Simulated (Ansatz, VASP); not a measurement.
**Two plane-wave programs on NaPdO3**

```xyz
5
Lattice="3.9911 -0.0200 0.0000 -0.0200 3.9911 0.0000 0.0000 0.0000 3.9911" Properties=species:S:1:pos:R:3 pbc="T T T"
Na    0.0000    0.0000    0.0000
Pd    1.9856    1.9856    1.9956
O     1.9856    1.9856    0.0000
O     1.9956   -0.0100    1.9956
O    -0.0100    1.9956    1.9956
```

Alike in both runs: task single point; functional LDA; k mesh 9 × 9 × 9; no spin polarisation.

```csv
,VASP,Ansatz
version,VASP 6.6.1,Ansatz 0.2.0
potentials or method,"VASP PAW LDA potentials, release 64 (Na_pv, Pd, O), cutoff 520 eV","plane waves, PAW"
occupations,"methfessel-paxton of order 1, width 0.1 eV","cold, width 0.1 eV"
valence electrons in the cell,35,45
```

VASP gave:

* pressure (GPa): -12.2
* traceless stress, the component that is largest in VASP (GPa): 0.40

**Question.** Estimate Ansatz's values.

**Answer.** Pressure (GPa): -12.5; traceless stress, the component that is largest in VASP (GPa): 0.41.

LDA's correlation is that of Perdew and Zunger in VASP and of Perdew and Wang (1992) in Ansatz. VASP's potentials hold 35 valence electrons a cell and Ansatz's 45, so a difference there can come from the potentials and not from the codes. Ansatz's warnings: stress scf threshold loose.
